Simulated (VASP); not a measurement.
# CdTe in VASP: single point with PBE

Aim: the single point of CdTe with PBE.

Program: VASP 6.6.1. These are calculated values, not measurements. Logs are shortened: lines on timing, memory, paths and dates and some standing lists are left out, and cuts for length are marked.

**1. The cell of the first run**

The cell holds a wire or tube with vacuum around it, 14 atoms: a = 18.400 Å, b = 19.200 Å, c = 4.679 Å, α = 90.00°, β = 90.00°, γ = 90.00°.

**2. Single point, PBE, collinear spin**

Contents of INCAR:

```
SYSTEM = CdTe
ALGO = Normal
EDIFF = 1E-6
ENCUT = 400
GGA = PE
GGA_COMPAT = .FALSE.
ISIF = 2
ISMEAR = 0
ISPIN = 2
KPAR = 2
LASPH = .TRUE.
LCHARG = .TRUE.
LORBIT = 11
LREAL = .FALSE.
LVHAR = .TRUE.
LWAVE = .FALSE.
MAGMOM = 0.3 0.3 0.3 0.3 0.3 0.3 0.3 0.3 0.3 0.3 0.3 0.3 0.3 0.3
NBANDS = 80
NCORE = 2
NELM = 200
PREC = Accurate
SIGMA = 0.05
```

Contents of KPOINTS:

```
k-points
0
G
  1 1 7
  0 0 0
```

Contents of POSCAR:

```
CdTe
1.0
   18.4000000000      0.0000000000      0.0000000000
    0.0000000000     19.2000000000      0.0000000000
    0.0000000000      0.0000000000      4.6791895172
Cd Te
7 7
Direct
    0.5000000000      0.5000000000      0.0000000000
    0.3728481109      0.6723274291      0.5000000000
    0.3728481109      0.3276725709      0.5000000000
    0.6271518891      0.6723274291      0.5000000000
    0.6271518891      0.3276725709      0.5000000000
    0.2456962219      0.5000000000      0.0000000000
    0.7543037781      0.5000000000      0.0000000000
    0.5000000000      0.5861637145      0.5000000000
    0.5000000000      0.2415088564      0.5000000000
    0.6271518891      0.4138362855      0.0000000000
    0.3728481109      0.7584911436      0.0000000000
    0.3728481109      0.4138362855      0.0000000000
    0.2456962219      0.5861637145      0.5000000000
    0.7543037781      0.5861637145      0.5000000000
```

Potentials or basis: VASP PAW PBE potentials, release 64 (Cd, Te).

Run with:

```bash
$ cat potpaw_PBE.64/Cd/POTCAR potpaw_PBE.64/Te/POTCAR > POTCAR
$ mpirun -np 4 vasp_std > vasp.out
```

OUTCAR:

```text
SYSTEM = CdTe
   EDIFF = 1E-6
   ENCUT = 400
   GGA = PE
   ISIF = 2
   ISMEAR = 0
   ISPIN = 2
   LASPH = .TRUE.
   LORBIT = 11
   LREAL = .FALSE.
   NELM = 200
   PREC = Accurate

 ion  position               nearest neighbor table
   1  0.500  0.500  0.000-   8 2.87   8 2.87  12 2.87  10 2.87
   2  0.373  0.672  0.500-  11 2.87  11 2.87  13 2.87   8 2.87
   3  0.373  0.328  0.500-   9 2.87  12 2.87  12 2.87
   4  0.627  0.672  0.500-  14 2.87   8 2.87
   5  0.627  0.328  0.500-   9 2.87  10 2.87  10 2.87
   6  0.246  0.500  0.000-  12 2.87  13 2.87  13 2.87
   7  0.754  0.500  0.000-  10 2.87  14 2.87  14 2.87
   8  0.500  0.586  0.500-   1 2.87   1 2.87   4 2.87   2 2.87
   9  0.500  0.242  0.500-   3 2.87   5 2.87
  10  0.627  0.414  0.000-   7 2.87   1 2.87   5 2.87   5 2.87
  11  0.373  0.758  0.000-   2 2.87   2 2.87
  12  0.373  0.414  0.000-   6 2.87   1 2.87   3 2.87   3 2.87
  13  0.246  0.586  0.500-   6 2.87   6 2.87   2 2.87
  14  0.754  0.586  0.500-   7 2.87   7 2.87   4 2.87

  LATTYP: Found a simple orthorhombic cell.
 ALAT       =     4.6791895172
 B/A-ratio  =     3.9323049285
 C/A-ratio  =     4.1032747080

  Lattice vectors:

 A1 = (   0.0000000000,   0.0000000000,   4.6791895172)
 A2 = (  18.4000000000,   0.0000000000,   0.0000000000)
 A3 = (   0.0000000000,  19.2000000000,   0.0000000000)

Analysis of symmetry for initial positions (statically):
=====================================================================
 Subroutine PRICEL returns:
 Original cell was already a primitive cell.

 Routine SETGRP: Setting up the symmetry group for a
 simple orthorhombic supercell.

 Subroutine GETGRP returns: Found  2 space group operations
 (whereof  2 operations were pure point group operations)
 out of a pool of  8 trial point group operations.

The static configuration has the point symmetry C_1h.

Analysis of symmetry for dynamics (positions and initial velocities):
=====================================================================
 Subroutine PRICEL returns:
 Original cell was already a primitive cell.

 Routine SETGRP: Setting up the symmetry group for a
 simple orthorhombic supercell.

 Subroutine GETGRP returns: Found  2 space group operations
 (whereof  2 operations were pure point group operations)
 out of a pool of  8 trial point group operations.

The dynamic configuration has the point symmetry C_1h.

Analysis of structural, dynamic, and magnetic symmetry:
=====================================================================
 Subroutine PRICEL returns:
 Original cell was already a primitive cell.

 Routine SETGRP: Setting up the symmetry group for a
 simple orthorhombic supercell.

 Subroutine GETGRP returns: Found  2 space group operations
 (whereof  2 operations were pure point group operations)
 out of a pool of  8 trial point group operations.

The overall configuration has the point symmetry C_1h.

 Subroutine INISYM returns: Found  2 space group operations
 (whereof  2 operations are pure point group operations),
 and found     1 'primitive' translations

----------------------------------------------------------------------------------------

                                     Primitive cell

  volume of cell :    1653.0641

  direct lattice vectors                    reciprocal lattice vectors
    18.400000000  0.000000000  0.000000000     0.054347826  0.000000000  0.000000000
     0.000000000 19.200000000  0.000000000     0.000000000  0.052083333  0.000000000
     0.000000000  0.000000000  4.679189517     0.000000000  0.000000000  0.213712224

  length of vectors
    18.400000000 19.200000000  4.679189517     0.054347826  0.052083333  0.213712224

  position of ions in fractional coordinates (direct lattice)
     0.500000000  0.500000000  0.000000000
     0.372848111  0.672327429  0.500000000
     0.372848111  0.327672571  0.500000000
     0.627151889  0.672327429  0.500000000
[... 77 lines left out ...]
   NELM   =    200;   NELMIN=  2; NELMDL= -5     # of ELM steps
   EDIFF  = 0.1E-05   stopping-criterion for ELM
   LREAL  =      F    real-space projection
   EDIFFG = 0.1E-04   stopping-criterion for IOM
   NSW    =      0    number of steps for IOM
   IBRION =     -1    ionic relax: 0-MD 1-quasi-New 2-CG
   NFREE  =      0    steps in history (QN), initial steepest desc. (CG)
   ISIF   =      2    stress and relaxation
   ISYM   =      2    0-nonsym 1-usesym 2-fastsym
   POTIM  = 0.5000    time-step for ionic-motion
   TEBEG  =    0.0;   TEEND  =   0.0 temperature during run
   PSTRESS=    0.0 pullay stress
   NELECT =     126.0000    total number of electrons
   NUPDOWN=      -1.0000    fix difference up-down
   EMIN   =  10.00;   EMAX   =-10.00  energy-range for DOS
   EFERMI =   0.00;   METHOD = LEGACY
   ISMEAR =     0;   SIGMA  =   0.05  broadening in eV -4-tet -1-fermi 0-gaus
   EFERMI_NEDOS =   21; number of points for ismear=-14 and -15
   IALGO  =     38    algorithm
   IMIX   =      4    mixing-type and parameters
     AMIX     =   0.40;   BMIX     =  1.00
     AMIX_MAG =   1.60;   BMIX_MAG =  1.00
  volume/ion in A,a.u.               =     118.08       796.82
  Fermi-wavevector in a.u.,A,eV,Ry     =   0.694121  1.311698  6.555339  0.481804
  Thomas-Fermi vector in A             =   1.776526
   LORBIT       =     11    0 simple, 1 ext, 2 COOP (PROOUT), +10 PAW based schemes
   GGA     = PE    functional components
   LHFCALC =     F    Hartree Fock is set to
   AEXX    =    0.0000 exact exchange contribution
   IVDW    =     0    specifies the selected vdW correction
   LEPSILON=     F    determine dielectric tensor
   LRPA    =     F    only Hartree local field effects (RPA)
 spin polarized calculation
 Gauss-broadening in eV      SIGMA  =   0.05
  energy-cutoff  :      400.00
  volume of cell :     1653.06
 maximum number of plane-waves:     30091
   NGX = 61   NGY = 63   NGZ = 15

 number of electron     125.9999933 magnetization       0.5415671

 Free energy of the ion-electron system (eV)
  ---------------------------------------------------
  ext. energy  EPLUGINS =         0.00000000
  ---------------------------------------------------
  free energy    TOTEN  =       -27.35778199 eV

  energy without entropy =      -27.34761340  energy(sigma->0) =      -27.35269769

 E-fermi :  -2.4134     XC(G=0):  -3.3191

 val. band max:       -2.4250715723   @ k =   0.0000   0.0000   0.1429
 cond. band min:      -2.4100338152   @ k =   0.0000   0.0000   0.2857
 fundamental gap:      0.0150377572
 Fermi energy:        -2.4134401385

 spin component 1

 k-point     1 :       0.0000    0.0000    0.0000
  band No.  band energies     occupation
      1     -13.9529      1.00000
      2     -13.8169      1.00000
      3     -13.6750      1.00000
      4     -13.2151      1.00000
      5     -12.7042      1.00000
      6     -12.5606      1.00000
[... 301 lines left out ...]
     74       0.9384      0.00000
     75       1.1754      0.00000
 Fermi energy:        -2.4134401385

 spin component 2

 k-point     1 :       0.0000    0.0000    0.0000
  band No.  band energies     occupation
      1     -13.9531      1.00000
      2     -13.8173      1.00000
      3     -13.6737      1.00000
      4     -13.2175      1.00000
      5     -12.6933      1.00000
      6     -12.5566      1.00000
[... 301 lines left out ...]
     74       0.9414      0.00000
     75       1.1772      0.00000
 [bands above 75 left out]

------------------------ aborting loop because EDIFF is reached ----------------------------------------

  FORCE on cell =-STRESS in cart. coord.  units (eV):
  Direction    XX          YY          ZZ          XY          YZ          ZX
  --------------------------------------------------------------------------------------
  -------------------------------------------------------------------------------------
  Total       -1.7142768     -2.3510387     -4.8305567     -0.4927898      0.0000000      0.0000000
  in kB       -1.6615057     -2.2786660     -4.6818563     -0.4776201      0.0000000      0.0000000
  external PRESSURE =      -2.8740093 kB  Pullay stress =       0.0000000 kB

 VOLUME and BASIS-vectors are now :
 -----------------------------------------------------------------------------
  energy-cutoff  :      400.00
  volume of cell :     1653.06
      direct lattice vectors                 reciprocal lattice vectors
    18.400000000  0.000000000  0.000000000     0.054347826  0.000000000  0.000000000
     0.000000000 19.200000000  0.000000000     0.000000000  0.052083333  0.000000000
     0.000000000  0.000000000  4.679189517     0.000000000  0.000000000  0.213712224

 POSITION                                       TOTAL-FORCE (eV/Angst)
 -----------------------------------------------------------------------------------
      9.20000      9.60000      0.00000         0.026654      0.297034      0.000000
      6.86041     12.90869      2.33959        -0.225505      0.476911      0.000000
      6.86041      6.29131      2.33959         1.169868      0.201303      0.000000
     11.53959     12.90869      2.33959         0.075403     -0.367533      0.000000
     11.53959      6.29131      2.33959        -1.204928      0.148067      0.000000
      4.52081      9.60000      0.00000         0.500066      0.982720      0.000000
     13.87919      9.60000      0.00000        -0.563569      0.659058      0.000000
      9.20000     11.25434      2.33959         0.026911     -0.199268      0.000000
      9.20000      4.63697      2.33959         0.059025     -0.181753      0.000000
     11.53959      7.94566      0.00000         0.776127     -0.458825      0.000000
      6.86041     14.56303      0.00000         0.061336     -0.320790      0.000000
      6.86041      7.94566      0.00000        -0.671587     -0.515752      0.000000
      4.52081     11.25434      2.33959        -0.629054     -0.600532      0.000000
     13.87919     11.25434      2.33959         0.599254     -0.120639      0.000000
 -----------------------------------------------------------------------------------
    total drift:                               -0.000072     -0.000217      0.000000

  FREE ENERGIE OF THE ION-ELECTRON SYSTEM (eV)
  ---------------------------------------------------
  free  energy   TOTEN  =       -27.3577819864 eV

  energy  without entropy=      -27.3476134011  energy(sigma->0) =      -27.35269769

 total charge

# of ion       s       p       d       tot
------------------------------------------
    1        0.478   0.273   9.524  10.276
    2        0.473   0.287   9.520  10.280
    3        0.500   0.218   9.531  10.249
    4        0.574   0.143   9.529  10.246
    5        0.500   0.218   9.531  10.249
    6        0.505   0.222   9.529  10.256
    7        0.506   0.221   9.529  10.255
    8        1.370   1.999   0.019   3.389
    9        1.381   1.932   0.009   3.322
   10        1.366   2.006   0.019   3.391
   11        1.383   1.930   0.010   3.323
   12        1.367   2.007   0.019   3.392
   13        1.372   1.975   0.014   3.361
   14        1.376   1.975   0.014   3.365
--------------------------------------------------
tot         13.151  15.406  66.797  95.354

 magnetization (x)

# of ion       s       p       d       tot
------------------------------------------
    1       -0.001  -0.000   0.000  -0.001
    2       -0.006  -0.005   0.007  -0.004
    3       -0.000  -0.000   0.000  -0.000
    4       -0.005  -0.001   0.000  -0.006
    5       -0.001  -0.000   0.000  -0.001
    6       -0.002   0.000   0.000  -0.001
    7       -0.000  -0.000   0.000  -0.001
    8       -0.001   0.002  -0.000   0.001
    9        0.000   0.004  -0.000   0.005
   10       -0.000   0.000  -0.000  -0.000
   11        0.004   0.263   0.000   0.268
   12        0.000  -0.001  -0.000  -0.001
   13       -0.000   0.007  -0.000   0.007
   14       -0.000  -0.002  -0.000  -0.002
--------------------------------------------------
tot         -0.011   0.268   0.007   0.264
```

Run time: 25 min. Hardware: 4 MPI ranks of Oxide Virtual Turin-like, shared host; peak memory 0.87 GiB.

What came out:

| Property | Result |
| --- | --- |
| Free energy | -27.3578 eV |
| Largest force | 1.214 eV/Å |
| Net moment | 0.54 μB per cell |
| Site moments | Cd -0.00, -0.01 (each value once); Te +0.00, +0.01, -0.00, +0.27 (each value once) μB |
| Valence electrons inside the program's atomic spheres | Cd 10.28, 10.25, 10.26 (each value once); Te 3.39, 3.32, 3.36, 3.37 (each value once) |

Forces in eV/Å, atoms in the order of the input:
```
Cd   0.027  0.297  0.000
Cd  -0.226  0.477  0.000
Cd   1.170  0.201  0.000
Cd   0.075 -0.368  0.000
Cd  -1.205  0.148  0.000
Cd   0.500  0.983  0.000
Cd  -0.564  0.659  0.000
Te   0.027 -0.199  0.000
Te   0.059 -0.182  0.000
Te   0.776 -0.459  0.000
Te   0.061 -0.321  0.000
Te  -0.672 -0.516  0.000
Te  -0.629 -0.601  0.000
Te   0.599 -0.121  0.000
```

Caveat: spin-orbit coupling is left out, which moves the levels of the heavy elements.
